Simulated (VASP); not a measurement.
A run of VASP 6.6.1:

File POSCAR:

```
ZnS
1.0
    0.0000000000      2.7217752283      2.7217752283
    2.7217752283      0.0000000000      2.7217752283
    2.7217752283      2.7217752283      0.0000000000
Zn S
1 1
Direct
    0.0000000000      0.0000000000      0.0000000000
    0.2500000000      0.2500000000      0.2500000000
```

The input INCAR.step1:

```
PREC = Accurate
ENCUT = 400
EDIFF = 1E-5
ISMEAR = 0
SIGMA = 0.01
LREAL = False
LASPH = True
NELM = 120
ALGO = Normal
ISIF = 2
LWAVE = True
NBANDS = 16
GGA = PE
GGA_COMPAT = False
```

INCAR.step2

```
PREC = Accurate
ENCUT = 400
EDIFF = 1E-6
ISMEAR = 0
SIGMA = 0.01
LREAL = False
LASPH = True
NELM = 120
ALGO = Normal
ISIF = 2
LWAVE = False
LCHARG = True
GGA = PE
LHFCALC = True
AEXX = 0.25
PRECFOCK = Normal
LELF = True
LVHAR = True
NBANDS = 16
ISTART = 1
GGA_COMPAT = False
```

File KPOINTS:

```
Automatic mesh
0
Gamma
  6 6 6
```

Potentials or basis: VASP PAW PBE potentials, release 64 (Zn, S).

Launch:

```console
$ cat potpaw_PBE.64/Zn/POTCAR potpaw_PBE.64/S/POTCAR > POTCAR
$ cp INCAR.step1 INCAR
$ mpirun -np 1 vasp_std > vasp.out
$ cp INCAR.step2 INCAR
$ mpirun -np 1 vasp_std > vasp.out
```

Hardware: 1 thread of Intel(R) Xeon(R) 6975P-C (Granite Rapids), with other jobs on the host.

Task: How long does it take, and how much memory?

Result: It took 14 min on 1 thread of Intel(R) Xeon(R) 6975P-C (Granite Rapids), on a shared host, peak memory 0.16 GiB. Counts: k points 16.
